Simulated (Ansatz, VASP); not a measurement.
## Two plane-wave programs on PbSe

INCAR

```
  PREC = Accurate
  ENCUT = 500
  EDIFF = 1E-6
  ISMEAR = 0
  SIGMA = 0.01
  LREAL = False
  LASPH = True
  NELM = 120
  ALGO = Normal
  ISIF = 2
  LWAVE = False
  LCHARG = False
  GGA = PE
  NBANDS = 17
  GGA_COMPAT = False
```

KPOINTS

```
Automatic mesh
0
Gamma
  2 2 2
```

File POSCAR:

```
PbSe
1.0
    0.0000000000      3.0606500000      3.0606500000
    3.0606500000      0.0000000000      3.0606500000
    3.0606500000      3.0606500000      0.0000000000
Pb Se
1 1
Direct
    0.0000000000      0.0000000000      0.0000000000
    0.5000000000      0.5000000000      0.5000000000
```

Input for Ansatz:

```yaml
crystal:
  lattice:
    - [0.0, 3.06065, 3.06065]
    - [3.06065, 0.0, 3.06065]
    - [3.06065, 3.06065, 0.0]
  atoms:
    - { symbol: Pb, position: [0.0, 0.0, 0.0] }
    - { symbol: Se, position: [0.5, 0.5, 0.5] }
kpoints:
  mp_grid:
    grid: [2, 2, 2]
hamiltonian:
  xc: pbe
scf:
  occupations:
    method: fixed
output:
  eigenvalues: true
```

Alike in both runs: task single point; functional PBE; k mesh 2 × 2 × 2; no spin polarisation.

|  | VASP | Ansatz |
| --- | --- | --- |
| version | VASP 6.6.1 | Ansatz 0.2.0 |
| potentials or method | VASP PAW PBE potentials, release 64 (Pb_d, Se) | plane waves, PAW |
| plane-wave cutoff (eV) | 500 | 420 |
| occupations | gaussian, width 0.01 eV | fixed |
| valence electrons in the cell | 20 | 30 |

|  | VASP | Ansatz | Ansatz less VASP |
| --- | --- | --- | --- |
| gap on the k mesh at the Fermi level (eV) | 0.09 | 0.08 | -0.004 |

VASP's potentials hold 20 valence electrons a cell and Ansatz's 30, so a difference there can come from the potentials and not from the codes.

The k mesh is coarse, so the values compare programs but aren't converged. Spin-orbit coupling is off throughout.
